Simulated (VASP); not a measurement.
# Na (P6_3/mmc) in VASP: notebook

The runs below take Na through relaxation of cell and atoms, with PBE.

All numbers are computed with VASP 6.6.1; they aren't measurements. Logs are shortened: lines on timing, memory, paths and dates and some standing lists are left out, and cuts for length are marked.

## (1) The cell of the first run

It takes space group P6_3/mmc (No. 194, hexagonal). Conventional cell: a = 3.578 Å, b = 3.578 Å, c = 5.813 Å, α = 90.00°, β = 90.00°, γ = 120.00°. Na (site symmetry -6m2) has 12 Na at 3.57 to 3.58 Å within 4.7 Å.

This isn't the form of Na at room conditions, which is bcc.

## (2) Relaxation of cell and atoms, PBE, target pressure 1.4 GPa, at which the enthalpy is minimised

File INCAR:

```
SYSTEM = Na
PREC = Accurate
ENCUT = 600
EDIFF = 1E-6
ISMEAR = -1
SIGMA = 0.08
LREAL = .False.
LASPH = .True.
NELM = 80
ALGO = Normal
ISIF = 3
LWAVE = .False.
LCHARG = .False.
GGA = PE
IBRION = 2
NSW = 32
EDIFFG = -0.005
PSTRESS = 14.0
```

File KPOINTS:

```
regular mesh
0
Gamma
  12 12 7
  0 0 0
```

File POSCAR:

```
Na
1.0
    3.5783697222      0.0000000000      0.0000000000
   -1.7891848611      3.0989590835      0.0000000000
    0.0000000000      0.0000000000      5.8129968174
Na
2
Direct
    0.3333333333      0.6666666667      0.2500000000
    0.6666666667      0.3333333333      0.7500000000
```

Potentials or basis: VASP PAW PBE potentials, release 64 (Na_pv).

Run with:

```bash
cat potpaw_PBE.64/Na_pv/POTCAR > POTCAR
mpirun -np 1 vasp_std > vasp.out
```

OUTCAR:

```text
SYSTEM = Na
   PREC = Accurate
   ENCUT = 600
   EDIFF = 1E-6
   ISMEAR = -1
   LREAL = .False.
   LASPH = .True.
   NELM = 80
   ISIF = 3
   GGA = PE
   IBRION = 2
   NSW = 32
   EDIFFG = -0.005
   PSTRESS = 14.0

 ion  position               nearest neighbor table
   1  0.333  0.667  0.250-
   2  0.667  0.333  0.750-

  LATTYP: Found a hexagonal cell.
 ALAT       =     3.5783697222
 C/A-ratio  =     1.6244818922

  Lattice vectors:

 A1 = (   3.5783697222,   0.0000000000,   0.0000000000)
 A2 = (  -1.7891848611,   3.0989590835,   0.0000000000)
 A3 = (   0.0000000000,   0.0000000000,   5.8129968174)

Analysis of symmetry for initial positions (statically):
=====================================================================
 Subroutine PRICEL returns:
 Original cell was already a primitive cell.

 Routine SETGRP: Setting up the symmetry group for a
 hexagonal supercell.

 Subroutine GETGRP returns: Found 24 space group operations
 (whereof 12 operations were pure point group operations)
 out of a pool of 24 trial point group operations.

The static configuration has the point symmetry D_3d.
 The point group associated with its full space group is D_6h.

Analysis of symmetry for dynamics (positions and initial velocities):
=====================================================================
 Subroutine PRICEL returns:
 Original cell was already a primitive cell.

 Routine SETGRP: Setting up the symmetry group for a
 hexagonal supercell.

 Subroutine GETGRP returns: Found 24 space group operations
 (whereof 12 operations were pure point group operations)
 out of a pool of 24 trial point group operations.

The dynamic configuration has the point symmetry D_3d.
 The point group associated with its full space group is D_6h.

 Subroutine INISYM returns: Found 24 space group operations
 (whereof 12 operations are pure point group operations),
 and found     1 'primitive' translations

----------------------------------------------------------------------------------------

                                     Primitive cell

  volume of cell :      64.4616

  direct lattice vectors                    reciprocal lattice vectors
     3.578369722  0.000000000  0.000000000     0.279456869  0.161344499  0.000000000
    -1.789184861  3.098959084  0.000000000     0.000000000  0.322688998  0.000000000
     0.000000000  0.000000000  5.812996817     0.000000000  0.000000000  0.172028307

  length of vectors
     3.578369722  3.578369722  5.812996817     0.322688998  0.322688998  0.172028307

  position of ions in fractional coordinates (direct lattice)
     0.333333333  0.666666667  0.250000000
     0.666666667  0.333333333  0.750000000

  ion indices of the primitive-cell ions
   primitive index   ion index
                 1           1
                 2           2

----------------------------------------------------------------------------------------

 KPOINTS: regular mesh

Automatic generation of k-mesh.
 Grid dimensions read from file:
 generate k-points for:   12   12    7

 Generating k-lattice:

  Cartesian coordinates                     Fractional coordinates (reciprocal lattice)
     0.023288072  0.013445375  0.000000000     0.083333333  0.000000000  0.000000000
     0.000000000  0.026890750  0.000000000     0.000000000  0.083333333  0.000000000
     0.000000000  0.000000000  0.024575472     0.000000000  0.000000000  0.142857143

  Length of vectors
     0.026890750  0.026890750  0.024575472

  Shift w.r.t. Gamma in fractional coordinates (k-lattice)
     0.000000000  0.000000000  0.000000000

 Subroutine IBZKPT returns following result:
 ===========================================

 Found     76 irreducible k-points:

 Following reciprocal coordinates:
            Coordinates               Weight
  0.000000  0.000000  0.000000      1.000000
  0.083333  0.000000  0.000000      6.000000
  0.166667  0.000000  0.000000      6.000000
  0.250000  0.000000  0.000000      6.000000
  0.333333 -0.000000  0.000000      6.000000
  0.416667 -0.000000  0.000000      6.000000
[... 16 lines left out ...]
  0.250000  0.000000  0.142857     12.000000
  0.333333 -0.000000  0.142857     12.000000
 [... further k-points ...]
   k-points           NKPTS =     76   k-points in BZ     NKDIM =     76   number of bands    NBANDS=     11
   number of dos      NEDOS =    301   number of ions     NIONS =      2
   total plane-waves  NPLWV =  43200
   dimension x,y,z NGX =    30 NGY =   30 NGZ =   48
   dimension x,y,z NGXF=    60 NGYF=   60 NGZF=   96
   ions per type =               2
   NGX,Y,Z   is equivalent  to a cutoff of  13.94, 13.94, 13.73 a.u.
   NGXF,Y,Z  is equivalent  to a cutoff of  27.88, 27.88, 27.46 a.u.
 SYSTEM =  Na
   PREC   = accura    normal or accurate (medium, high low for compatibility)
   ISTART =      0    job   : 0-new  1-cont  2-samecut
   ICHARG =      2    charge: 1-file 2-atom 10-const
   ISPIN  =      1    spin polarized calculation?
   LNONCOLLINEAR =      F non collinear calculations
   LSORBIT =      F    spin-orbit coupling
   LASPH  =      T    aspherical Exc in radial PAW
   ENCUT  =  600.0 eV  44.10 Ry    6.64 a.u.   7.15  7.15 11.61*2*pi/ulx,y,z
   NELM   =     80;   NELMIN=  2; NELMDL= -5     # of ELM steps
   EDIFF  = 0.1E-05   stopping-criterion for ELM
   LREAL  =      F    real-space projection
   EDIFFG = -.5E-02   stopping-criterion for IOM
   NSW    =     32    number of steps for IOM
   IBRION =      2    ionic relax: 0-MD 1-quasi-New 2-CG
   NFREE  =      1    steps in history (QN), initial steepest desc. (CG)
   ISIF   =      3    stress and relaxation
   ISYM   =      2    0-nonsym 1-usesym 2-fastsym
   POTIM  = 0.5000    time-step for ionic-motion
   TEBEG  =    0.0;   TEEND  =   0.0 temperature during run
   PSTRESS=   14.0 pullay stress
   NELECT =      14.0000    total number of electrons
   NUPDOWN=      -1.0000    fix difference up-down
   EMIN   =  10.00;   EMAX   =-10.00  energy-range for DOS
   EFERMI =   0.00;   METHOD = LEGACY
   ISMEAR =    -1;   SIGMA  =   0.08  broadening in eV -4-tet -1-fermi 0-gaus
   EFERMI_NEDOS =   21; number of points for ismear=-14 and -15
   IALGO  =     38    algorithm
   IMIX   =      4    mixing-type and parameters
     AMIX     =   0.40;   BMIX     =  1.00
     AMIX_MAG =   1.60;   BMIX_MAG =  1.00
  volume/ion in A,a.u.               =      32.23       217.50
  Fermi-wavevector in a.u.,A,eV,Ry     =   0.984050  1.859585 13.175259  0.968354
  Thomas-Fermi vector in A             =   2.115254
   LORBIT       =      0    0 simple, 1 ext, 2 COOP (PROOUT), +10 PAW based schemes
   GGA     = PE    functional components
   LHFCALC =     F    Hartree Fock is set to
   AEXX    =    0.0000 exact exchange contribution
   IVDW    =     0    specifies the selected vdW correction
   LEPSILON=     F    determine dielectric tensor
   LRPA    =     F    only Hartree local field effects (RPA)
 conjugate gradient relaxation of ions
 non-spin polarized calculation
  energy-cutoff  :      600.00
  volume of cell :       64.46
 maximum number of plane-waves:      2181
 NGX is ok and might be reduce to    30
   NGX = 15   NGY = 15   NGZ = 23

 number of electron      14.0000001 magnetization

 Free energy of the ion-electron system (eV)
  ---------------------------------------------------
  ext. energy  EPLUGINS =         0.00000000
  ---------------------------------------------------
  free energy    TOTEN  =        -2.59458159 eV

  energy without entropy =       -2.57526227  energy(sigma->0) =       -2.58492193

 E-fermi :   0.7676     XC(G=0):  -6.8782

 val. band max:        0.7538591528   @ k =   0.1667   0.1667   0.2857
 cond. band min:       0.7678647768   @ k =   0.0833   0.0833   0.1429
 fundamental gap:      0.0140056240
 Fermi energy:         0.7675599678

 k-point     1 :       0.0000    0.0000    0.0000
  band No.  band energies     occupation
      1     -24.0973      2.00000
      2     -24.0471      2.00000
      3     -24.0471      2.00000
      4     -24.0391      2.00000
      5     -24.0391      2.00000
      6     -24.0390      2.00000
      7      -2.8224      2.00000
      8       1.3597      0.00122
      9       1.9045      0.00000
     10      11.5029      0.00000
     11      11.5029      0.00000

 k-point     2 :       0.0833    0.0000    0.0000
  band No.  band energies     occupation
      1     -24.0959      2.00000
      2     -24.0499      2.00000
      3     -24.0480      2.00000
      4     -24.0420      2.00000
      5     -24.0395      2.00000
      6     -24.0395      2.00000
      7      -2.7093      2.00000
      8       1.4574      0.00036
      9       2.0134      0.00000
     10       9.7446      0.00000
     11      10.7812      0.00000

 k-point     3 :       0.1667    0.0000    0.0000
  band No.  band energies     occupation
      1     -24.0922      2.00000
      2     -24.0577      2.00000
      3     -24.0504      2.00000
      4     -24.0500      2.00000
      5     -24.0410      2.00000
      6     -24.0408      2.00000
      7      -2.3715      2.00000
      8       1.7511      0.00001
      9       2.3340      0.00000
     10       7.7337      0.00000
     11      10.0024      0.00000

 k-point     4 :       0.2500    0.0000    0.0000
  band No.  band energies     occupation
      1     -24.0866      2.00000
      2     -24.0685      2.00000
      3     -24.0606      2.00000
      4     -24.0536      2.00000
      5     -24.0435      2.00000
      6     -24.0427      2.00000
      7      -1.8144      2.00000
      8       2.2420      0.00000
      9       2.8389      0.00000
     10       5.8833      0.00000
     11       9.0287      0.00000

 k-point     5 :       0.3333   -0.0000    0.0000
  band No.  band energies     occupation
      1     -24.0801      2.00000
      2     -24.0795      2.00000
      3     -24.0710      2.00000
      4     -24.0568      2.00000
      5     -24.0469      2.00000
      6     -24.0446      2.00000
      7      -1.0457      2.00000
      8       2.9324      0.00000
      9       3.3091      0.00000
     10       4.4280      0.00000
     11       7.7406      0.00000
[... 211 lines left out ...]
 k-point    21 :       0.0833    0.0000    0.1429
  band No.  band energies     occupation
      1     -24.0933      2.00000
      2     -24.0494      2.00000
      3     -24.0475      2.00000
      4     -24.0442      2.00000
      5     -24.0405      2.00000
      6     -24.0399      2.00000
      7      -2.6150      2.00000
      8       0.5594      1.86204
      9       3.0649      0.00000
     10       9.8086      0.00000
     11      10.8585      0.00000

 k-point    22 :       0.1667    0.0000    0.1429
  band No.  band energies     occupation
      1     -24.0901      2.00000
      2     -24.0570      2.00000
      3     -24.0518      2.00000
      4     -24.0499      2.00000
      5     -24.0420      2.00000
      6     -24.0413      2.00000
      7      -2.2780      2.00000
      8       0.8717      0.42761
      9       3.3634      0.00000
     10       7.8136      0.00000
     11       9.9582      0.00000

 k-point    23 :       0.2500    0.0000    0.1429
  band No.  band energies     occupation
      1     -24.0859      2.00000
      2     -24.0670      2.00000
      3     -24.0622      2.00000
      4     -24.0531      2.00000
      5     -24.0442      2.00000
      6     -24.0432      2.00000
      7      -1.7219      2.00000
      8       1.3869      0.00087
      9       3.8270      0.00000
     10       5.9825      0.00000
     11       8.4703      0.00000

 k-point    24 :       0.3333   -0.0000    0.1429
  band No.  band energies     occupation
      1     -24.0847      2.00000
      2     -24.0747      2.00000
      3     -24.0711      2.00000
      4     -24.0562      2.00000
      5     -24.0471      2.00000
      6     -24.0452      2.00000
      7      -0.9548      2.00000
      8       2.0888      0.00000
      9       3.9109      0.00000
     10       4.8997      0.00000
     11       6.9198      0.00000

 [... further k-points ...]

------------------------ aborting loop because EDIFF is reached ----------------------------------------

  FORCE on cell =-STRESS in cart. coord.  units (eV):
  Direction    XX          YY          ZZ          XY          YZ          ZX
  --------------------------------------------------------------------------------------
  -------------------------------------------------------------------------------------
  Total        0.5654719      0.5654719      0.5693029      0.0000000      0.0000000      0.0000000
  in kB       14.0546649     14.0546649     14.1498824      0.0000000      0.0000000      0.0000000
  external PRESSURE =       0.0864041 kB  Pullay stress =      14.0000000 kB

 VOLUME and BASIS-vectors are now :
 -----------------------------------------------------------------------------
  energy-cutoff  :      600.00
  volume of cell :       64.46
      direct lattice vectors                 reciprocal lattice vectors
     3.578369722  0.000000000  0.000000000     0.279456869  0.161344499  0.000000000
    -1.789184861  3.098959084  0.000000000     0.000000000  0.322688998  0.000000000
     0.000000000  0.000000000  5.812996817     0.000000000  0.000000000  0.172028307

 POSITION                                       TOTAL-FORCE (eV/Angst)
 -----------------------------------------------------------------------------------
     -0.00000      2.06597      1.45325         0.000000      0.000000     -0.000000
      1.78918      1.03299      4.35975        -0.000000      0.000000      0.000000
 -----------------------------------------------------------------------------------
    total drift:                               -0.000000      0.000000      0.000000

  FREE ENERGIE OF THE ION-ELECTRON SYSTEM (eV)
  ---------------------------------------------------
  free  energy   TOTEN  =        -2.5945815914 eV

  energy  without entropy=       -2.5752622699  energy(sigma->0) =       -2.58492193

  enthalpy is  TOTEN    =        -2.0313090364 eV   P V=        0.5632725550

 reached required accuracy - stopping structural energy minimisation
```

Run time: 25 s. Hardware: 1 thread of AMD EPYC 9R45 (Zen 5), shared host; peak memory 0.18 GiB.

Results:

```yaml
Free_energy: -2.5946 eV
Pressure_after_relaxing: 1.4 GPa
Band_gap_on_the_k_mesh: zero (bands 7 and 8 overlap by 4.19 eV)
```

Final structure:
```cif
data_structure
_symmetry_space_group_name_H-M 'P 1'
_symmetry_Int_Tables_number 1
_cell_length_a 3.5784
_cell_length_b 3.5784
_cell_length_c 5.8130
_cell_angle_alpha 90.000
_cell_angle_beta 90.000
_cell_angle_gamma 120.000
_cell_volume 64.46
loop_
_atom_site_label
_atom_site_type_symbol
_atom_site_fract_x
_atom_site_fract_y
_atom_site_fract_z
_atom_site_occupancy
Na1 Na 0.33333 0.66667 0.25000 1
Na2 Na 0.66667 0.33333 0.75000 1
```

Caveat: the cell is relaxed towards a set pressure, so the run minimises the enthalpy, not the energy.

## (3) Relaxation of cell and atoms, PBE, target pressure 1.4 GPa, at which the enthalpy is minimised

This run uses another cell than the first one, of 32.31 Å³/atom.

INCAR, as its differences from that of step 2:

```diff
@@ -8,3 +8,3 @@
 LASPH = .True.
-NELM = 80
+NELM = 100
 ALGO = Normal
@@ -15,3 +15,3 @@
 IBRION = 2
-NSW = 32
+NSW = 60
 EDIFFG = -0.005
```

KPOINTS is that of step 2.

File POSCAR:

```
Na
1.0
    3.5845989990      0.0000000000      0.0000000000
   -1.7922994995      3.1043537956      0.0000000000
    0.0000000000      0.0000000000      5.8070503785
Na
2
Direct
    0.3333333333      0.6666666667      0.2500000000
    0.6666666667      0.3333333333      0.7500000000
```

Potentials or basis: VASP PAW PBE potentials, release 64 (Na_pv).

Run with:

```bash
cat potpaw_PBE.64/Na_pv/POTCAR > POTCAR
mpirun -np 1 vasp_std > vasp.out
```

It took 61 s on 1 thread of AMD EPYC 9R45 (Zen 5), shared host; peak memory 0.19 GiB.

Results (log left out):

| Item | Value |
| --- | --- |
| Free energy | -2.5949 eV |
| Relaxed volume | 32.25 Å³/atom |
| Relaxed cell | a = 3.580 Å, b = 3.580 Å, c = 5.812 Å, α = 90.00°, β = 90.00°, γ = 120.00° |
| Space group after relaxing (to 0.1 Å) | P6_3/mmc (No. 194) |
| Energy change on relaxing (the run minimises the enthalpy) | +0.5 meV/atom |
| Ionic steps | 5 |
| Pressure after relaxing | 1.4 GPa |
| Band gap on the k mesh | zero (bands 7 and 8 overlap by 4.18 eV) |

Step by step:
| step | energy change (eV) | largest force (eV/Å) | pressure (GPa) | volume (Å³) |
| --- | --- | --- | --- | --- |
| 1 | 0.0000 | 0.0000 | 1.33 | 64.62 |
| 2 | 0.0011 | 0.0000 | 1.41 | 64.49 |
| 3 | 0.0011 | 0.0000 | 1.40 | 64.49 |
| 4 | 0.0011 | 0.0000 | 1.40 | 64.49 |
| 5 | 0.0010 | 0.0000 | 1.39 | 64.50 |

Final structure:
```
CELL_PARAMETERS angstrom
3.57980 0.00000 0.00000
-1.78990 3.10020 0.00000
0.00000 0.00000 5.81185
ATOMIC_POSITIONS crystal
Na 0.33333 0.66667 0.25000
Na 0.66667 0.33333 0.75000
```

Levels at points of the mesh, in eV from the Fermi level:
```
           k point  band 4  band 5  band 6  band 7  band 8  band 9  band 10  band 11
(0.00, 0.00, 0.00)  -24.81  -24.81  -24.81   -3.59    0.59    1.14    10.73    10.73
(0.50, 0.00, 0.00)  -24.83  -24.82  -24.81    0.22    0.41    4.08     4.23     4.85
```

Caveat: the cell is relaxed towards a set pressure, so the run minimises the enthalpy, not the energy.
